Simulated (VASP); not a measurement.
# W (P6/mmm) in VASP: a series of runs

W is run at these levels: RPBE; tasks: single point, relaxation of cell and atoms.

All numbers are computed with VASP 6.6.1; they aren't measurements. Logs are shortened: lines on timing, memory, paths and dates and some standing lists are left out, and cuts for length are marked.

### 1 The cell of the first run

Symmetry: P6/mmm, No. 191, hexagonal system. Conventional cell: a = 4.707 Å, b = 4.707 Å, c = 2.621 Å, α = 90.00°, β = 90.00°, γ = 120.00°. Within 3.5 Å of W (site symmetry 6/mmm) lie 14 W at 2.62 to 3.02 Å. W (site symmetry -6m2) has 11 W at 2.62 to 3.02 Å within 3.5 Å.

### 2 Single point, RPBE

File INCAR:

```
SYSTEM = W
PREC = Accurate
ENCUT = 520
EDIFF = 1E-6
ISMEAR = -1
SIGMA = 0.1
LREAL = .False.
LASPH = .True.
NELM = 60
ALGO = Normal
ISIF = 2
LWAVE = .False.
LCHARG = .False.
GGA = RP
NBANDS = 28
```

File KPOINTS:

```
Automatic mesh
0
Gamma
  10 10 16
  0 0 0
```

File POSCAR:

```
W
1.0
    4.7071833887      0.0000000000      0.0000000000
   -2.3535916944      4.0765403949      0.0000000000
    0.0000000000      0.0000000000      2.6212812935
W
3
Direct
    0.0000000000      0.0000000000      0.0000000000
    0.3333333333      0.6666666667      0.5000000000
    0.6666666667      0.3333333333      0.5000000000
```

Potentials or basis: VASP PAW PBE potentials, release 64 (W_sv).

Started as:

```
$ cat potpaw_PBE.64/W_sv/POTCAR > POTCAR
$ mpirun -np 1 vasp_std > vasp.out
```

OUTCAR:

```text
SYSTEM = W
   PREC = Accurate
   ENCUT = 520
   EDIFF = 1E-6
   ISMEAR = -1
   LREAL = .False.
   LASPH = .True.
   NELM = 60
   ISIF = 2
   GGA = RP

 ion  position               nearest neighbor table
   1  0.000  0.000  0.000-   2 3.02   3 3.02   2 3.02   3 3.02   3 3.02   3 3.02   2 3.02   2 3.02
                             3 3.02   3 3.02   2 3.02   2 3.02
   2  0.333  0.667  0.500-   3 2.72   3 2.72   3 2.72   1 3.02   1 3.02   1 3.02   1 3.02   1 3.02
                             1 3.02
   3  0.667  0.333  0.500-   2 2.72   2 2.72   2 2.72   1 3.02   1 3.02   1 3.02   1 3.02   1 3.02
                             1 3.02

  LATTYP: Found a hexagonal cell.
 ALAT       =     4.7071833887
 C/A-ratio  =     0.5568683174

  Lattice vectors:

 A1 = (   4.7071833887,   0.0000000000,   0.0000000000)
 A2 = (  -2.3535916944,   4.0765403949,   0.0000000000)
 A3 = (   0.0000000000,   0.0000000000,   2.6212812935)

Analysis of symmetry for initial positions (statically):
=====================================================================
 Subroutine PRICEL returns:
 Original cell was already a primitive cell.

 Routine SETGRP: Setting up the symmetry group for a
 hexagonal supercell.

 Subroutine GETGRP returns: Found 24 space group operations
 (whereof 24 operations were pure point group operations)
 out of a pool of 24 trial point group operations.

The static configuration has the point symmetry D_6h.

Analysis of symmetry for dynamics (positions and initial velocities):
=====================================================================
 Subroutine PRICEL returns:
 Original cell was already a primitive cell.

 Routine SETGRP: Setting up the symmetry group for a
 hexagonal supercell.

 Subroutine GETGRP returns: Found 24 space group operations
 (whereof 24 operations were pure point group operations)
 out of a pool of 24 trial point group operations.

The dynamic configuration has the point symmetry D_6h.

 Subroutine INISYM returns: Found 24 space group operations
 (whereof 24 operations are pure point group operations),
 and found     1 'primitive' translations

----------------------------------------------------------------------------------------

                                     Primitive cell

  volume of cell :      50.2998

  direct lattice vectors                    reciprocal lattice vectors
     4.707183389  0.000000000  0.000000000     0.212441266  0.122653022  0.000000000
    -2.353591694  4.076540395  0.000000000     0.000000000  0.245306045  0.000000000
     0.000000000  0.000000000  2.621281294     0.000000000  0.000000000  0.381492823

[... 85 lines left out ...]
   EDIFF  = 0.1E-05   stopping-criterion for ELM
   LREAL  =      F    real-space projection
   EDIFFG = 0.1E-04   stopping-criterion for IOM
   NSW    =      0    number of steps for IOM
   IBRION =     -1    ionic relax: 0-MD 1-quasi-New 2-CG
   NFREE  =      0    steps in history (QN), initial steepest desc. (CG)
   ISIF   =      2    stress and relaxation
   ISYM   =      2    0-nonsym 1-usesym 2-fastsym
   POTIM  = 0.5000    time-step for ionic-motion
   TEBEG  =    0.0;   TEEND  =   0.0 temperature during run
   PSTRESS=    0.0 pullay stress
   NELECT =      42.0000    total number of electrons
   NUPDOWN=      -1.0000    fix difference up-down
   EMIN   =  10.00;   EMAX   =-10.00  energy-range for DOS
   EFERMI =   0.00;   METHOD = LEGACY
   ISMEAR =    -1;   SIGMA  =   0.10  broadening in eV -4-tet -1-fermi 0-gaus
   EFERMI_NEDOS =   21; number of points for ismear=-14 and -15
   IALGO  =     38    algorithm
   IMIX   =      4    mixing-type and parameters
     AMIX     =   0.40;   BMIX     =  1.00
     AMIX_MAG =   1.60;   BMIX_MAG =  1.00
  volume/ion in A,a.u.               =      16.77       113.15
  Fermi-wavevector in a.u.,A,eV,Ry     =   1.541591  2.913184 32.334273  2.376502
  Thomas-Fermi vector in A             =   2.647515
   LORBIT       =      0    0 simple, 1 ext, 2 COOP (PROOUT), +10 PAW based schemes
   GGA     = RP    functional components
   LHFCALC =     F    Hartree Fock is set to
   AEXX    =    0.0000 exact exchange contribution
   IVDW    =     0    specifies the selected vdW correction
   LEPSILON=     F    determine dielectric tensor
   LRPA    =     F    only Hartree local field effects (RPA)
 non-spin polarized calculation
  energy-cutoff  :      520.00
  volume of cell :       50.30
 maximum number of plane-waves:      1380
 NGX is ok and might be reduce to    36
   NGX = 17   NGY = 17   NGZ =  9

 number of electron      41.9999995 magnetization

 Free energy of the ion-electron system (eV)
  ---------------------------------------------------
  ext. energy  EPLUGINS =         0.00000000
  ---------------------------------------------------
  free energy    TOTEN  =       -35.63916278 eV

  energy without entropy =      -35.52006014  energy(sigma->0) =      -35.57961146

 E-fermi :  10.5213     XC(G=0): -13.2441

 val. band max:       10.5167068495   @ k =   0.4000   0.2000   0.4375
 cond. band min:      10.5217516844   @ k =   0.1000   0.0000   0.3125
 fundamental gap:      0.0050448349
 Fermi energy:        10.5212941486

 k-point     1 :       0.0000    0.0000    0.0000
  band No.  band energies     occupation
      1     -63.5482      2.00000
      2     -63.3705      2.00000
      3     -63.2796      2.00000
      4     -27.8847      2.00000
      5     -27.8847      2.00000
      6     -27.8473      2.00000
[... 733 lines left out ...]
     27      14.6926      0.00000
     28      14.8248      0.00000

 [... further k-points ...]

------------------------ aborting loop because EDIFF is reached ----------------------------------------

  FORCE on cell =-STRESS in cart. coord.  units (eV):
  Direction    XX          YY          ZZ          XY          YZ          ZX
  --------------------------------------------------------------------------------------
  -------------------------------------------------------------------------------------
  Total        0.1518708      0.1518708      0.1373197     -0.0000000      0.0000000      0.0000000
  in kB        4.8374715      4.8374715      4.3739824     -0.0000000      0.0000000      0.0000000
  external PRESSURE =       4.6829751 kB  Pullay stress =       0.0000000 kB

 VOLUME and BASIS-vectors are now :
 -----------------------------------------------------------------------------
  energy-cutoff  :      520.00
  volume of cell :       50.30
      direct lattice vectors                 reciprocal lattice vectors
     4.707183389  0.000000000  0.000000000     0.212441266  0.122653022  0.000000000
    -2.353591694  4.076540395  0.000000000     0.000000000  0.245306045  0.000000000
     0.000000000  0.000000000  2.621281294     0.000000000  0.000000000  0.381492823

 POSITION                                       TOTAL-FORCE (eV/Angst)
 -----------------------------------------------------------------------------------
      0.00000      0.00000      0.00000         0.000000      0.000000      0.000000
     -0.00000      2.71769      1.31064         0.000000     -0.000000     -0.000000
      2.35359      1.35885      1.31064        -0.000000      0.000000      0.000000
 -----------------------------------------------------------------------------------
    total drift:                                0.000000      0.000000     -0.000000

  FREE ENERGIE OF THE ION-ELECTRON SYSTEM (eV)
  ---------------------------------------------------
  free  energy   TOTEN  =       -35.6391627771 eV

  energy  without entropy=      -35.5200601442  energy(sigma->0) =      -35.57961146
```

Wall time 54 s (1 thread of Intel Xeon 6975P-C (Granite Rapids), shared host); peak memory 0.25 GiB.

Results:

```
Free energy            : -35.6392 eV
Pressure               : 0.5 GPa
Band gap on the k mesh : zero (band 21 reaches 10.85 eV, above the bottom of band 22 at 10.26 eV)
```

Caveat: the PAW data sets were made with another functional, which shifts forces and pressure a little; spin-orbit coupling is left out, which moves the levels of the heavy elements.

### 3 Relaxation of cell and atoms, RPBE

This run uses another cell than the first one, of 15.85 Å³/atom, 0.945 times its volume.

File INCAR:

```
PREC = Accurate
ENCUT = 600
EDIFF = 1E-7
ISMEAR = -1
SIGMA = 0.1
LREAL = F
LASPH = T
NELM = 100
ALGO = Normal
ISIF = 3
LWAVE = F
LCHARG = F
GGA = RP
IBRION = 2
NSW = 80
EDIFFG = -0.01
```

File KPOINTS:

```
Automatic mesh
0
Gamma
  8 8 11
```

File POSCAR:

```
W
1.0
    4.4740055658      0.0000000000      0.0000000000
   -2.2370027829      3.8746024767      0.0000000000
    0.0000000000      0.0000000000      2.7425654118
W
3
Direct
    0.0000000000      0.0000000000      0.0000000000
    0.3333333333      0.6666666667      0.5000000000
    0.6666666667      0.3333333333      0.5000000000
```

Potentials or basis: VASP PAW PBE potentials, release 64 (W_sv).

Started as:

```
$ cat potpaw_PBE.64/W_sv/POTCAR > POTCAR
$ mpirun -np 1 vasp_std > vasp.out
```

Wall time 4 min (1 thread of Intel Xeon 6975P-C (Granite Rapids), shared host); peak memory 0.22 GiB.

The run converged. Its results:

| Property | Result |
| --- | --- |
| Free energy | -35.6325 eV |
| Relaxed volume | 16.80 Å³/atom |
| Relaxed cell | a = 4.708 Å, b = 4.708 Å, c = 2.624 Å, α = 90.00°, β = 90.00°, γ = 120.00° |
| Space group after relaxing (to 0.05 Å) | P6/mmm (No. 191) |
| Energy gained by relaxing | 183.9 meV/atom |
| Ionic steps | 12 |
| Pressure after relaxing | 0.0 GPa |
| Band gap on the k mesh | zero (band 21 reaches 10.87 eV, above the bottom of band 22 at 10.24 eV) |

The path:
```tsv
step	energy change (eV)	largest force (eV/Å)	pressure (GPa)	volume (Å³)
1	0.0000	0.0000	18.01	47.54
2	0.7398	0.0000	-30.81	60.37
3	-0.4439	0.0000	-8.74	52.15
4	-0.4457	0.0000	-7.39	51.85
5	-0.1801	0.0000	10.53	49.16
6	-0.5468	0.0000	-2.79	50.94
7	-0.5472	0.0000	-2.50	50.89
8	-0.5372	0.0000	4.58	49.54
9	-0.5517	0.0000	-0.06	50.40
10	-0.5517	0.0000	-0.01	50.39
11	-0.5517	0.0000	0.09	50.38
12	-0.5517	0.0000	0.05	50.39
```

Final structure:
```
W
1.0
     4.70834    0.00000    0.00000
    -2.35417    4.07754    0.00000
     0.00000    0.00000    2.62445
W
3
Cartesian
  0.0000 0.0000 0.0000
  0.0000 2.7184 1.3122
  2.3542 1.3592 1.3122
```

Levels at points of the mesh, in eV from the Fermi level:
| k point | band 19 | band 20 | band 21 | band 22 | band 23 | band 24 |
| --- | --- | --- | --- | --- | --- | --- |
| (0.00, 0.00, 0.00) | -2.41 | -2.18 | -0.25 | -0.25 | 2.12 | 2.12 |
| (0.50, 0.00, 0.00) | -2.13 | -2.04 | 0.25 | 1.00 | 2.34 | 2.40 |

Caveat: the PAW data sets were made with another functional, which shifts forces and pressure a little; spin-orbit coupling is left out, which moves the levels of the heavy elements.

### 4 Single point, RPBE

File INCAR:

```
SYSTEM = W
ALGO = Normal
EDIFF = 1E-7
ENCUT = 520
GGA = RP
ISIF = 2
ISMEAR = -1
LASPH = .True.
LCHARG = .False.
LREAL = .False.
LWAVE = .False.
NBANDS = 28
NELM = 60
PREC = Accurate
SIGMA = 0.1
```

File KPOINTS:

```
k-points
0
Gamma
  8 8 11
  0 0 0
```

File POSCAR:

```
W
1.0
    4.7071833887      0.0000000000      0.0000000000
   -2.3535916944      4.0765403949      0.0000000000
    0.0000000000      0.0000000000      2.6212812935
W
3
Direct
    0.0000000000      0.0000000000      0.0000000000
    0.3333333333      0.6666666667      0.5000000000
    0.6666666667      0.3333333333      0.5000000000
```

Started as:

```
$ cat potpaw_PBE.64/W_sv/POTCAR > POTCAR
$ mpirun -np 1 vasp_std > vasp.out
```

It took 3.7 min on 1 thread of AMD EPYC 7R13, shared host; peak memory 0.18 GiB.

The run converged. Its results:

```yaml
Free_energy: -35.6327 eV
Pressure: 0.5 GPa
Band_gap_on_the_k_mesh: zero (band 21 reaches 10.90 eV, above the bottom of band 22 at 10.26 eV)
```

Stress tensor (GPa, compression positive):
```
0.32 0.00 0.00
0.00 0.32 0.00
0.00 0.00 0.79
```

Levels at points of the mesh, in eV from the Fermi level:
```
           k point  band 19  band 20  band 21  band 22  band 23  band 24
(0.00, 0.00, 0.00)    -2.42    -2.20    -0.26    -0.26     2.14     2.14
(0.50, 0.00, 0.00)    -2.14    -2.05     0.25     1.01     2.34     2.37
```

Caveat: the PAW data sets were made with another functional, which shifts forces and pressure a little; spin-orbit coupling is left out, which moves the levels of the heavy elements.

### 5 Single point, RPBE (volume scaled by 0.88)

INCAR: that of step 4 with these lines changed.

```diff
@@ -2,3 +2,3 @@
 ALGO = Normal
-EDIFF = 1E-7
+EDIFF = 1E-6
 ENCUT = 520
```

File KPOINTS:

```
k-points
0
Gamma
  9 9 13
  0 0 0
```

File POSCAR:

```
W
1.0
    4.5108183919      0.0000000000      0.0000000000
   -2.2554091960      3.9064833193      0.0000000000
    0.0000000000      0.0000000000      2.5119318481
W
3
Direct
    0.0000000000      0.0000000000      0.0000000000
    0.3333333333      0.6666666667      0.5000000000
    0.6666666667      0.3333333333      0.5000000000
```

Potentials or basis: VASP PAW PBE potentials, release 64 (W_sv).

Started as:

```
$ cat potpaw_PBE.64/W_sv/POTCAR > POTCAR
$ mpirun -np 1 vasp_std > vasp.out
```

OUTCAR:

```text
SYSTEM = W
   EDIFF = 1E-6
   ENCUT = 520
   GGA = RP
   ISIF = 2
   ISMEAR = -1
   LASPH = .True.
   LREAL = .False.
   NELM = 60
   PREC = Accurate

 ion  position               nearest neighbor table
   1  0.000  0.000  0.000-   2 2.89   3 2.89   2 2.89   3 2.89   3 2.89   3 2.89   2 2.89   2 2.89
                             3 2.89   3 2.89   2 2.89   2 2.89
   2  0.333  0.667  0.500-   3 2.60   3 2.60   3 2.60   1 2.89   1 2.89   1 2.89   1 2.89   1 2.89
                             1 2.89
   3  0.667  0.333  0.500-   2 2.60   2 2.60   2 2.60   1 2.89   1 2.89   1 2.89   1 2.89   1 2.89
                             1 2.89

  LATTYP: Found a hexagonal cell.
 ALAT       =     4.5108183919
 C/A-ratio  =     0.5568683174

  Lattice vectors:

 A1 = (   4.5108183919,   0.0000000000,   0.0000000000)
 A2 = (  -2.2554091960,   3.9064833193,   0.0000000000)
 A3 = (   0.0000000000,   0.0000000000,   2.5119318481)

Analysis of symmetry for initial positions (statically):
=====================================================================
 Subroutine PRICEL returns:
 Original cell was already a primitive cell.

 Routine SETGRP: Setting up the symmetry group for a
 hexagonal supercell.

[... 168 lines left out ...]
 E-fermi :  12.3945     XC(G=0): -13.9747

 val. band max:       12.3909238522   @ k =   0.1111   0.0000   0.2308
 cond. band min:      12.4038335670   @ k =   0.3333   0.2222   0.1538
 fundamental gap:      0.0129097149
 Fermi energy:        12.3944777653

 k-point     1 :       0.0000    0.0000    0.0000
  band No.  band energies     occupation
      1     -61.5102      2.00000
      2     -61.3362      2.00000
      3     -61.1961      2.00000
      4     -26.1145      2.00000
      5     -26.1145      2.00000
      6     -25.9738      2.00000
[... 733 lines left out ...]
     27      16.6701      0.00000
     28      17.4848      0.00000

 [... further k-points ...]

------------------------ aborting loop because EDIFF is reached ----------------------------------------

  FORCE on cell =-STRESS in cart. coord.  units (eV):
  Direction    XX          YY          ZZ          XY          YZ          ZX
  --------------------------------------------------------------------------------------
  -------------------------------------------------------------------------------------
  Total       12.1226951     12.1226951     13.5049384     -0.0000000     -0.0000000      0.0000000
  in kB      438.7939152    438.7939152    488.8256889     -0.0000000     -0.0000000      0.0000000
  external PRESSURE =     455.4711731 kB  Pullay stress =       0.0000000 kB

 VOLUME and BASIS-vectors are now :
 -----------------------------------------------------------------------------
  energy-cutoff  :      520.00
  volume of cell :       44.26
      direct lattice vectors                 reciprocal lattice vectors
     4.510818392  0.000000000  0.000000000     0.221689262  0.127992355  0.000000000
    -2.255409196  3.906483319  0.000000000     0.000000000  0.255984710  0.000000000
     0.000000000  0.000000000  2.511931848     0.000000000  0.000000000  0.398099973

 POSITION                                       TOTAL-FORCE (eV/Angst)
 -----------------------------------------------------------------------------------
      0.00000      0.00000      0.00000         0.000000      0.000000     -0.000000
     -0.00000      2.60432      1.25597        -0.000000      0.000000      0.000000
      2.25541      1.30216      1.25597         0.000000     -0.000000     -0.000000
 -----------------------------------------------------------------------------------
    total drift:                                0.000000      0.000000     -0.000000

  FREE ENERGIE OF THE ION-ELECTRON SYSTEM (eV)
  ---------------------------------------------------
  free  energy   TOTEN  =       -34.8524526145 eV

  energy  without entropy=      -34.7477041807  energy(sigma->0) =      -34.80007840
```

It took 4.2 min on 1 thread of AMD EPYC 7R13, shared host; peak memory 0.19 GiB.

Results:

* Free energy: -34.8525 eV
* Pressure: 45.5 GPa
* Band gap on the k mesh: zero (band 21 reaches 12.92 eV, above the bottom of band 22 at 11.97 eV)

Stress tensor (GPa, compression positive):
```
43.88  0.00  0.00
 0.00 43.88  0.00
 0.00  0.00 48.88
```

Caveat: the cell differs from its parent crystal (volume scaled by 0.88); the PAW data sets were made with another functional, which shifts forces and pressure a little; spin-orbit coupling is left out, which moves the levels of the heavy elements.

[end of part 1 of 2]
